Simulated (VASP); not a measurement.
Pb: relaxation of cell and atoms with PBEsol

Crystal: Pb.

```
CELL_PARAMETERS angstrom
3.42881 0.00000 0.00000
-1.71440 2.96943 0.00000
0.00000 0.00000 5.62282
ATOMIC_POSITIONS crystal
Pb 0.33333 0.66667 0.25000
Pb 0.66667 0.33333 0.75000
```

This isn't the form of Pb at room conditions, which is fcc.

```
Program                : VASP 6.6.1
Task                   : relaxation of cell and atoms
Functional             : PBEsol
Potentials or basis    : VASP PAW PBE potentials, release 64 (Pb_d)
Cutoff                 : 600 eV
k mesh                 : 12 × 12 × 8
Occupations            : gaussian, width 0.1 eV
Spin                   : no spin polarisation
Dipole correction      : no
Further INCAR settings : ALGO = Fast; EDIFF = 1e-06; IBRION = 2; EDIFFG = -0.01; NSW = 80; ISIF = 3
```

| Property | Result |
| --- | --- |
| Relaxed volume | 29.92 Å³/atom |
| Relaxed cell | a = 3.457 Å, b = 3.457 Å, c = 5.783 Å, α = 90.00°, β = 90.00°, γ = 120.00° |
| Space group after relaxing (to 0.1 Å) | P6_3/mmc (No. 194) |
| Energy gained by relaxing | 9.9 meV/atom |
| Ionic steps | 9 |
| Pressure after relaxing | -0.1 GPa |
| Band gap on the k mesh | zero (bands 14 and 15 overlap by 8.03 eV) |

Step by step:
| step | energy change (eV) | largest force (eV/Å) | pressure (GPa) | volume (Å³) |
| --- | --- | --- | --- | --- |
| 1 | 0.0000 | 0.0000 | 2.30 | 57.25 |
| 2 | -0.0168 | 0.0000 | -0.70 | 60.73 |
| 3 | -0.0186 | 0.0000 | -0.01 | 59.85 |
| 4 | -0.0185 | 0.0000 | -0.12 | 59.92 |
| 5 | -0.0194 | 0.0000 | -0.08 | 59.89 |
| 6 | -0.0196 | 0.0000 | -0.08 | 59.87 |
| 7 | -0.0197 | 0.0000 | -0.04 | 59.84 |
| 8 | -0.0198 | 0.0000 | -0.06 | 59.85 |
| 9 | -0.0198 | 0.0000 | -0.05 | 59.84 |

Final structure:
```yaml
crystal:
  lattice:
    - [3.45681, 0.00000, 0.00000]
    - [-1.72841, 2.99369, 0.00000]
    - [0.00000, 0.00000, 5.78282]
  atoms:
    - { symbol: Pb, position: [0.33333, 0.66667, 0.25000] }
    - { symbol: Pb, position: [0.66667, 0.33333, 0.75000] }
```

Levels at points of the mesh, in eV from the Fermi level:
```tsv
k point	band 11	band 12	band 13	band 14	band 15	band 16	band 17	band 18
(0.00, 0.00, 0.00)	-11.81	-8.31	-4.28	5.97	5.97	7.23	7.70	7.70
(0.50, 0.00, 0.00)	-8.21	-7.05	-3.01	-1.64	-0.46	1.76	2.30	5.69
(0.00, 0.00, 0.50)	-10.64	-10.64	0.53	0.53	6.78	6.78	6.78	6.78
(0.50, 0.00, 0.50)	-7.45	-7.45	-3.71	-3.71	3.46	3.46	3.62	3.62
```

Wall time 11 min on 1 thread of Oxide Virtual Turin-like Processor (shared host), peak memory 0.23 GiB.

Caveat: the PAW data sets were made with another functional, which shifts forces and pressure a little; spin-orbit coupling is left out, which moves the levels of the heavy elements. Zero-point motion and thermal expansion aren't in these numbers.
